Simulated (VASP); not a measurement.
# BaO (Fm-3m) in VASP: notebook

BaO is run at these levels: r2SCAN0, HSE06; tasks: single point.

Everything below comes from runs of VASP 6.6.1. Logs are shortened: lines on timing, memory, paths and dates and some standing lists are left out, and cuts for length are marked.

**1. The cell of the first run**

It takes space group Fm-3m (No. 225, cubic). The conventional cell has a = 5.544 Å, b = 5.544 Å, c = 5.544 Å, α = 90.00°, β = 90.00°, γ = 90.00°. Within 3.7 Å of Ba (site symmetry m-3m) lie 6 O at 2.77 Å. O (site symmetry m-3m) has 6 Ba at 2.77 Å within 3.7 Å.

**2. Single point, r2SCAN0**

Input file POSCAR:

```
BaO
1.0
    0.0000000000      2.7719428467      2.7719428467
    2.7719428467      0.0000000000      2.7719428467
    2.7719428467      2.7719428467      0.0000000000
Ba O
1 1
Direct
    0.0000000000      0.0000000000      0.0000000000
    0.5000000000      0.5000000000      0.5000000000
```

Input file INCAR.step1:

```
SYSTEM = BaO
PREC = Accurate ; ENCUT = 580
EDIFF = 1E-5 ; ISMEAR = 0
SIGMA = 0.01 ; LREAL = .False.
LASPH = .True. ; NELM = 120
ALGO = Normal ; ISIF = 2
LWAVE = .True. ; LCHARG = .False.
NBANDS = 15 ; GGA = PE
GGA_COMPAT = .False.
```

Input file INCAR.step2:

```
SYSTEM = BaO
PREC = Accurate ; ENCUT = 580
EDIFF = 1E-6 ; ISMEAR = 0
SIGMA = 0.01 ; LREAL = .False.
LASPH = .True. ; NELM = 120
ALGO = Normal ; ISIF = 2
LWAVE = .False. ; LCHARG = .False.
METAGGA = R2SCAN ; LHFCALC = .True.
AEXX = 0.25 ; LMIXTAU = .True.
PRECFOCK = Normal ; NBANDS = 15
ISTART = 1 ; GGA_COMPAT = .False.
```

Input file KPOINTS:

```
Automatic mesh
0
Gamma
  6 6 6
  0 0 0
```

Potentials or basis: VASP PAW PBE potentials, release 64 (Ba_sv, O).

The run is started by

```sh
$ cat potpaw_PBE.64/Ba_sv/POTCAR potpaw_PBE.64/O/POTCAR > POTCAR
$ cp INCAR.step1 INCAR
$ mpirun -np 1 vasp_std > vasp.out
$ cp INCAR.step2 INCAR
$ mpirun -np 1 vasp_std > vasp.out
```

OUTCAR:

```text
SYSTEM = BaO
   PREC = Accurate
   ENCUT = 580
   EDIFF = 1E-6
   ISMEAR = 0
   LREAL = .False.
   LASPH = .True.
   NELM = 120
   ISIF = 2
   METAGGA = R2SCAN
   LHFCALC = .True.
   AEXX = 0.25
   PRECFOCK = Normal
   ISTART = 1

 ion  position               nearest neighbor table
   1  0.000  0.000  0.000-   2 2.77   2 2.77   2 2.77   2 2.77   2 2.77   2 2.77
   2  0.500  0.500  0.500-   1 2.77   1 2.77   1 2.77   1 2.77   1 2.77   1 2.77

  LATTYP: Found a face centered cubic cell.
 ALAT       =     5.5438856934

  Lattice vectors:

 A1 = (   0.0000000000,   2.7719428467,   2.7719428467)
 A2 = (   2.7719428467,   0.0000000000,   2.7719428467)
 A3 = (   2.7719428467,   2.7719428467,   0.0000000000)

Analysis of symmetry for initial positions (statically):
=====================================================================
 Subroutine PRICEL returns:
 Original cell was already a primitive cell.

 Routine SETGRP: Setting up the symmetry group for a
 face centered cubic supercell.

 Subroutine GETGRP returns: Found 48 space group operations
 (whereof 48 operations were pure point group operations)
 out of a pool of 48 trial point group operations.

The static configuration has the point symmetry O_h .

Analysis of symmetry for dynamics (positions and initial velocities):
=====================================================================
 Subroutine PRICEL returns:
 Original cell was already a primitive cell.

 Routine SETGRP: Setting up the symmetry group for a
 face centered cubic supercell.

 Subroutine GETGRP returns: Found 48 space group operations
 (whereof 48 operations were pure point group operations)
 out of a pool of 48 trial point group operations.

The dynamic configuration has the point symmetry O_h .

 Subroutine INISYM returns: Found 48 space group operations
 (whereof 48 operations are pure point group operations),
 and found     1 'primitive' translations

----------------------------------------------------------------------------------------

                                     Primitive cell

  volume of cell :      42.5974

  direct lattice vectors                    reciprocal lattice vectors
     0.000000000  2.771942847  2.771942847    -0.180378899  0.180378899  0.180378899
     2.771942847  0.000000000  2.771942847     0.180378899 -0.180378899  0.180378899
     2.771942847  2.771942847  0.000000000     0.180378899  0.180378899 -0.180378899

  length of vectors
     3.920119168  3.920119168  3.920119168     0.312425418  0.312425418  0.312425418

  position of ions in fractional coordinates (direct lattice)
     0.000000000  0.000000000  0.000000000
     0.500000000  0.500000000  0.500000000

  ion indices of the primitive-cell ions
   primitive index   ion index
                 1           1
                 2           2

----------------------------------------------------------------------------------------

 KPOINTS: Automatic mesh

Automatic generation of k-mesh.
 Grid dimensions read from file:
 generate k-points for:    6    6    6

 Generating k-lattice:

  Cartesian coordinates                     Fractional coordinates (reciprocal lattice)
    -0.030063150  0.030063150  0.030063150     0.166666667  0.000000000  0.000000000
     0.030063150 -0.030063150  0.030063150     0.000000000  0.166666667  0.000000000
     0.030063150  0.030063150 -0.030063150     0.000000000  0.000000000  0.166666667

  Length of vectors
     0.052070903  0.052070903  0.052070903

  Shift w.r.t. Gamma in fractional coordinates (k-lattice)
     0.000000000  0.000000000  0.000000000

 Subroutine IBZKPT returns following result:
 ===========================================

 Found     16 irreducible k-points:

 Following reciprocal coordinates:
            Coordinates               Weight
  0.000000  0.000000  0.000000      1.000000
  0.166667  0.000000  0.000000      8.000000
  0.333333  0.000000  0.000000      8.000000
  0.500000  0.000000  0.000000      4.000000
  0.166667  0.166667  0.000000      6.000000
  0.333333  0.166667  0.000000     24.000000
[... 8 lines left out ...]
 -0.333333  0.333333  0.166667     24.000000
 -0.333333  0.500000  0.166667     12.000000
   k-points           NKPTS =     16   k-points in BZ     NKDIM =    216   number of bands    NBANDS=     15
   number of dos      NEDOS =    301   number of ions     NIONS =      2
   total plane-waves  NPLWV =  32768
   dimension x,y,z NGX =    32 NGY =   32 NGZ =   32
   dimension x,y,z NGXF=    64 NGYF=   64 NGZF=   64
   ions per type =               1   1
   NGX,Y,Z   is equivalent  to a cutoff of  13.57, 13.57, 13.57 a.u.
   NGXF,Y,Z  is equivalent  to a cutoff of  27.14, 27.14, 27.14 a.u.
 SYSTEM =  BaO
   PREC   = accura    normal or accurate (medium, high low for compatibility)
   ISTART =      1    job   : 0-new  1-cont  2-samecut
   ICHARG =      0    charge: 1-file 2-atom 10-const
   ISPIN  =      1    spin polarized calculation?
   LNONCOLLINEAR =      F non collinear calculations
   LSORBIT =      F    spin-orbit coupling
   LASPH  =      T    aspherical Exc in radial PAW
   ENCUT  =  580.0 eV  42.63 Ry    6.53 a.u.   7.70  7.70  7.70*2*pi/ulx,y,z
   NELM   =    120;   NELMIN=  2; NELMDL=  0     # of ELM steps
   EDIFF  = 0.1E-05   stopping-criterion for ELM
   LREAL  =      F    real-space projection
   EDIFFG = 0.1E-04   stopping-criterion for IOM
   NSW    =      0    number of steps for IOM
   IBRION =     -1    ionic relax: 0-MD 1-quasi-New 2-CG
   NFREE  =      0    steps in history (QN), initial steepest desc. (CG)
   ISIF   =      2    stress and relaxation
   ISYM   =      3    0-nonsym 1-usesym 2-fastsym
   POTIM  = 0.5000    time-step for ionic-motion
   TEBEG  =    0.0;   TEEND  =   0.0 temperature during run
   PSTRESS=    0.0 pullay stress
   NELECT =      16.0000    total number of electrons
   NUPDOWN=      -1.0000    fix difference up-down
   EMIN   =  10.00;   EMAX   =-10.00  energy-range for DOS
   EFERMI =   0.00;   METHOD = LEGACY
   ISMEAR =     0;   SIGMA  =   0.01  broadening in eV -4-tet -1-fermi 0-gaus
   EFERMI_NEDOS =   21; number of points for ismear=-14 and -15
   IALGO  =     38    algorithm
   IMIX   =      1    mixing-type and parameters
     AMIX     =   0.40;   BMIX     =  1.00
     AMIX_MAG =   1.60;   BMIX_MAG =  1.00
  volume/ion in A,a.u.               =      21.30       143.73
  Fermi-wavevector in a.u.,A,eV,Ry     =   1.181192  2.232130 18.983051  1.395215
  Thomas-Fermi vector in A             =   2.317470
   LORBIT       =      0    0 simple, 1 ext, 2 COOP (PROOUT), +10 PAW based schemes
   METAGGA = R2SCAN    functional components
   LHFCALC =     T    Hartree Fock is set to
   PRECFOCK=normal    Normal, Fast or Accurate (Low or Medium for compatibility)
   ENCUT4O =  -1.0   cutoff for four orbital integrals eV
   NKREDX  =     1    reduce k-point grid by
   NKREDY  =     1    reduce k-point grid by
   NKREDZ  =     1    reduce k-point grid by
   AEXX    =    0.2500 exact exchange contribution
   HFSCREEN=    0.0000 screening length (either q_TF or 0.3 A-1)
   HFSCREENC=   0.0000 screening length for correlation (either q_TF or 0.3 A-1)
   ENCUTFOCK=  -1.0 apply spherical cutoff to Coloumb kernel
   IVDW    =     0    specifies the selected vdW correction
   LEPSILON=     F    determine dielectric tensor
   LRPA    =     F    only Hartree local field effects (RPA)
 non-spin polarized calculation
 Gauss-broadening in eV      SIGMA  =   0.01
  energy-cutoff  :      580.00
  volume of cell :       42.60
 maximum number of plane-waves:      1363
  NGX = 24; NGY = 24; NGZ = 24

 number of electron      16.0000000 magnetization

 Free energy of the ion-electron system (eV)
  ---------------------------------------------------
  ext. energy  EPLUGINS =         0.00000000
  ---------------------------------------------------
  free energy    TOTEN  =       -34.12437392 eV

  energy without entropy =      -34.12437392  energy(sigma->0) =      -34.12437392

 E-fermi :   0.4219     XC(G=0):  -7.9312

 val. band max:        0.3491206744   @ k =   0.5000   0.5000   0.0000
 cond. band min:       4.5646041612   @ k =   0.5000   0.5000   0.0000
 fundamental gap:      4.2154834869
 Fermi energy:         0.4219238708

 k-point     1 :       0.0000    0.0000    0.0000
  band No.  band energies     occupation
      1     -27.5580      2.00000
      2     -16.7964      2.00000
      3     -10.6572      2.00000
      4     -10.6572      2.00000
      5     -10.6572      2.00000
      6      -0.0581      2.00000
      7      -0.0581      2.00000
      8      -0.0581      2.00000
      9       6.2898      0.00000
     10       7.5295      0.00000
     11       7.5295      0.00000
     12       7.5295      0.00000
     13      10.0074      0.00000
     14      10.0074      0.00000
     15      12.6811      0.00000

 k-point     2 :       0.1667    0.0000    0.0000
  band No.  band energies     occupation
      1     -27.4867      2.00000
      2     -16.9655      2.00000
      3     -10.7418      2.00000
      4     -10.6864      2.00000
      5     -10.6864      2.00000
      6      -0.5837      2.00000
      7      -0.4021      2.00000
      8      -0.4021      2.00000
      9       7.1690      0.00000
     10       7.5395      0.00000
     11       8.0714      0.00000
     12       8.0714      0.00000
     13      10.7452      0.00000
     14      10.7452      0.00000
     15      14.4073      0.00000

 k-point     3 :       0.3333    0.0000    0.0000
  band No.  band energies     occupation
      1     -27.3382      2.00000
      2     -17.3095      2.00000
      3     -10.8982      2.00000
      4     -10.7430      2.00000
      5     -10.7430      2.00000
      6      -1.4036      2.00000
      7      -0.9982      2.00000
      8      -0.9982      2.00000
      9       7.3875      0.00000
     10       9.3888      0.00000
     11       9.3888      0.00000
     12       9.7737      0.00000
     13      12.4174      0.00000
     14      12.4174      0.00000
     15      16.9706      0.00000

 k-point     4 :       0.5000    0.0000    0.0000
  band No.  band energies     occupation
      1     -27.2608      2.00000
      2     -17.4845      2.00000
      3     -10.9704      2.00000
      4     -10.7705      2.00000
      5     -10.7705      2.00000
      6      -1.7502      2.00000
      7      -1.2622      2.00000
      8      -1.2622      2.00000
      9       7.7249      0.00000
     10      10.2273      0.00000
     11      10.2273      0.00000
     12      10.9754      0.00000
     13      13.9031      0.00000
     14      13.9031      0.00000
     15      16.6535      0.00000
[... 163 lines left out ...]
 k-point    14 :       0.5000    0.3333    0.1667
  band No.  band energies     occupation
      1     -27.2489      2.00000
      2     -17.2354      2.00000
      3     -11.3862      2.00000
      4     -11.3730      2.00000
      5     -10.8259      2.00000
      6      -0.9921      2.00000
      7      -0.7615      2.00000
      8      -0.0171      2.00000
      9       6.3371      0.00000
     10       8.9866      0.00000
     11      10.2296      0.00000
     12      10.9384      0.00000
     13      12.5539      0.00000
     14      14.2974      0.00000
     15      16.2006      0.00000

 k-point    15 :      -0.3333    0.3333    0.1667
  band No.  band energies     occupation
      1     -27.2002      2.00000
      2     -17.2614      2.00000
      3     -11.5921      2.00000
      4     -11.5777      2.00000
      5     -10.7722      2.00000
      6      -1.2008      2.00000
      7      -0.2535      2.00000
      8      -0.2281      2.00000
      9       7.5174      0.00000
     10       7.7810      0.00000
     11      10.4451      0.00000
     12      11.6839      0.00000
     13      13.2785      0.00000
     14      15.2354      0.00000
     15      15.7232      0.00000

 k-point    16 :      -0.3333    0.5000    0.1667
  band No.  band energies     occupation
      1     -27.1816      2.00000
      2     -17.1370      2.00000
      3     -12.0482      2.00000
      4     -11.5610      2.00000
      5     -10.8921      2.00000
      6      -0.8095      2.00000
      7       0.0989      2.00000
      8       0.2226      2.00000
      9       5.9330      0.00000
     10       9.0701      0.00000
     11       9.7234      0.00000
     12      12.8523      0.00000
     13      12.9486      0.00000
     14      15.4887      0.00000
     15      15.5744      0.00000

------------------------ aborting loop because EDIFF is reached ----------------------------------------

  FORCE on cell =-STRESS in cart. coord.  units (eV):
  Direction    XX          YY          ZZ          XY          YZ          ZX
  --------------------------------------------------------------------------------------
  -------------------------------------------------------------------------------------
  Total        0.1256172      0.1256172      0.1256172      0.0000000      0.0000000      0.0000000
  in kB        4.7247273      4.7247273      4.7247273      0.0000000      0.0000000      0.0000000
  external PRESSURE =       4.7247273 kB  Pullay stress =       0.0000000 kB

 VOLUME and BASIS-vectors are now :
 -----------------------------------------------------------------------------
  energy-cutoff  :      580.00
  volume of cell :       42.60
      direct lattice vectors                 reciprocal lattice vectors
     0.000000000  2.771942847  2.771942847    -0.180378899  0.180378899  0.180378899
     2.771942847  0.000000000  2.771942847     0.180378899 -0.180378899  0.180378899
     2.771942847  2.771942847  0.000000000     0.180378899  0.180378899 -0.180378899

 POSITION                                       TOTAL-FORCE (eV/Angst)
 -----------------------------------------------------------------------------------
      0.00000      0.00000      0.00000         0.000000     -0.000000      0.000000
      2.77194      2.77194      2.77194        -0.000000      0.000000      0.000000
 -----------------------------------------------------------------------------------
    total drift:                                0.000000      0.000000      0.000000

  FREE ENERGIE OF THE ION-ELECTRON SYSTEM (eV)
  ---------------------------------------------------
  free  energy   TOTEN  =       -34.1243739221 eV

  energy  without entropy=      -34.1243739221  energy(sigma->0) =      -34.12437392
```

Run time: 16 min. Hardware: 1 thread of Intel Xeon Platinum 8559C (Emerald Rapids), shared host; peak memory 0.21 GiB.

Results:

```yaml
Free_energy: -34.1244 eV
Pressure: 0.5 GPa
Band_gap_on_the_k_mesh: 4.22 eV
```

Levels at points of the mesh, in eV from the valence-band top:
```csv
k point,band 4,band 5,band 6,band 7,band 8,band 9,band 10,band 11,band 12,band 13
"(0.00, 0.00, 0.00)",-11.01,-11.01,-0.41,-0.41,-0.41,5.94,7.18,7.18,7.18,9.66
"(0.50, 0.00, 0.00)",-11.12,-11.12,-2.10,-1.61,-1.61,7.38,9.88,9.88,10.63,13.55
"(0.50, 0.50, 0.00)",-11.64,-11.64,-0.19,-0.19,0.00,4.22,8.64,11.77,12.04,12.58
```

Caveat: the PAW data sets were made with another functional, which shifts forces and pressure a little; spin-orbit coupling is left out, which moves the levels of the heavy elements. A k mesh can miss the band edges.

**3. Single point, HSE06**

POSCAR is that of step 2.

Input file INCAR.step1:

```
ALGO = Normal ; EDIFF = 1E-5
ENCUT = 520 ; GGA = PE
GGA_COMPAT = False ; ISIF = 2
ISMEAR = 0 ; LASPH = True
LCHARG = False ; LREAL = False
LWAVE = True ; NBANDS = 15
NELM = 120 ; PREC = Accurate
SIGMA = 0.01
```

Input file INCAR.step2:

```
ALGO = Normal ; EDIFF = 1E-6
ENCUT = 520 ; GGA = PE
GGA_COMPAT = False ; HFSCREEN = 0.2079
ISIF = 2 ; ISMEAR = 0
ISTART = 1 ; LASPH = True
LCHARG = False ; LHFCALC = True
LREAL = False ; LWAVE = False
NBANDS = 15 ; NELM = 120
PREC = Accurate ; PRECFOCK = Normal
SIGMA = 0.01
```

Input file KPOINTS:

```
k-points
0
Gamma
  6 6 6
```

Potentials or basis: VASP PAW PBE potentials, release 64 (Ba_sv, O).

The run is started by

```sh
$ cat potpaw_PBE.64/Ba_sv/POTCAR potpaw_PBE.64/O/POTCAR > POTCAR
$ cp INCAR.step1 INCAR
$ mpirun -np 1 vasp_std > vasp.out
$ cp INCAR.step2 INCAR
$ mpirun -np 1 vasp_std > vasp.out
```

Wall time 31 min (1 thread of Intel Xeon Platinum 8488C (Sapphire Rapids), shared host); peak memory 0.29 GiB.

Results (log left out):

```yaml
Free_energy: -13.8603 eV
Pressure: 1.1 GPa
Band_gap_on_the_k_mesh: 3.26 eV
```

Levels at points of the mesh, in eV from the valence-band top:
| k point | band 5 | band 6 | band 7 | band 8 | band 9 | band 10 | band 11 | band 12 |
| --- | --- | --- | --- | --- | --- | --- | --- | --- |
| (0.00, 0.00, 0.00) | -10.83 | -0.39 | -0.39 | -0.39 | 4.86 | 6.11 | 6.11 | 6.11 |
| (0.50, 0.00, 0.00) | -10.94 | -2.08 | -1.58 | -1.58 | 6.36 | 8.74 | 8.74 | 9.57 |
| (0.50, 0.50, 0.00) | -11.45 | -0.18 | -0.18 | 0.00 | 3.26 | 7.46 | 10.49 | 10.95 |

Caveat: the PAW data sets were made with another functional, which shifts forces and pressure a little; spin-orbit coupling is left out, which moves the levels of the heavy elements.
